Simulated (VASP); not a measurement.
Write the native input for VASP 6.6.1 that does the following.

```
Task                   : single point
Functional             : PBEsol
Potentials or basis    : VASP PAW PBE potentials, release 64 (Co, Si)
Cutoff                 : 520 eV
k mesh                 : 14 × 14 × 14
Occupations            : gaussian, width 0.15 eV
Spin                   : collinear spin, ferromagnetic start
Starting moments       : [1.65, 0.0, 0.0] μB
Fixed moment           : 1.65 μB
Dipole correction      : no
Further INCAR settings : ALGO = Normal; EDIFF = 1e-06; NBANDS = 20
```

The structure of CoSi2 lies in POSCAR:

```
CoSi2
1.0
    0.0000000000      2.7254116596      2.7254116596
    2.7254116596      0.0000000000      2.7254116596
    2.7254116596      2.7254116596      0.0000000000
Co Si
1 2
Direct
    0.0000000000      0.0000000000      0.0000000000
    0.2500000000      0.2500000000      0.2500000000
    0.7500000000      0.7500000000      0.7500000000
```

The input as run:

INCAR

```
ALGO = Normal
EDIFF = 1E-6
ENCUT = 520
GGA = PS
ISIF = 2
ISMEAR = 0
ISPIN = 2
LASPH = T
LCHARG = F
LMAXMIX = 4
LORBIT = 11
LREAL = F
LWAVE = F
MAGMOM = 1.65 0 0
NBANDS = 20
NELM = 150
NUPDOWN = 1.65
PREC = Accurate
SIGMA = 0.15
```

KPOINTS

```
k-points
0
Gamma
  14 14 14
```

Potentials or basis: VASP PAW PBE potentials, release 64 (Co, Si).

Command:

```bash
$ cat potpaw_PBE.64/Co/POTCAR potpaw_PBE.64/Si/POTCAR > POTCAR
$ mpirun -np 1 vasp_std > vasp.out
```

Results of the run:

```yaml
Pressure: -2.3 GPa
Net_moment: 1.65 μB per cell
Site_moments: Co +1.06; Si +0.13 μB
Valence_electrons_inside_the_program's_atomic_spheres: Co 8.68; Si 1.58
```

Caveat: the PAW data sets were made with another functional, which shifts forces and pressure a little; the total moment is fixed, so each spin has its own Fermi level.

It took 4.6 min on 1 thread of AMD EPYC 7R43 64-Core Processor (Zen 3) (shared host), peak memory 0.24 GiB.
